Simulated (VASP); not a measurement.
GdAg:

```
CELL_PARAMETERS angstrom
3.69175 3.69175 0.00000
0.00000 3.69175 3.69175
3.69175 0.00000 3.69175
ATOMIC_POSITIONS crystal
Ag 0.00000 0.00000 0.00000
Ag 0.50000 0.50000 0.50000
Gd 0.25000 0.25000 0.25000
Gd 0.75000 0.75000 0.75000
```

Base run:

| Quantity | Value |
| --- | --- |
| Program | VASP 6.6.1 |
| Functional | r2SCAN |
| Potentials or basis | VASP PAW PBE potentials, release 64 (Ag, Gd) |
| Cutoff | 520 eV |
| k mesh | 6 × 6 × 6 |
| Occupations | gaussian, width 0.0488 eV |
| Spin | collinear spin, ferromagnetic start |
| Starting moments | [0.0, 0.0, 7.0, 7.0] μB |
| Hubbard terms | Gd f U = 4.93 eV |

Its results: pressure -1.8 GPa; net moment 15.10 μB per cell; site moments Ag +0.01; Gd +6.97 μB.

Q: The run is repeated on the same cell with these changes: spin from collinear spin, ferromagnetic start to collinear spin, antiferromagnetic start; moments at the start from [0.0, 0.0, 7.0, 7.0] to [0.0, 0.0, 7.0, -7.0]. What comes out?

A: Pressure -1.5 GPa; net moment 0.00 μB per cell; site moments Ag +0.00; Gd +6.92, -6.92 μB.

Caveats: the PAW data sets were made with another functional, which shifts forces and pressure a little.
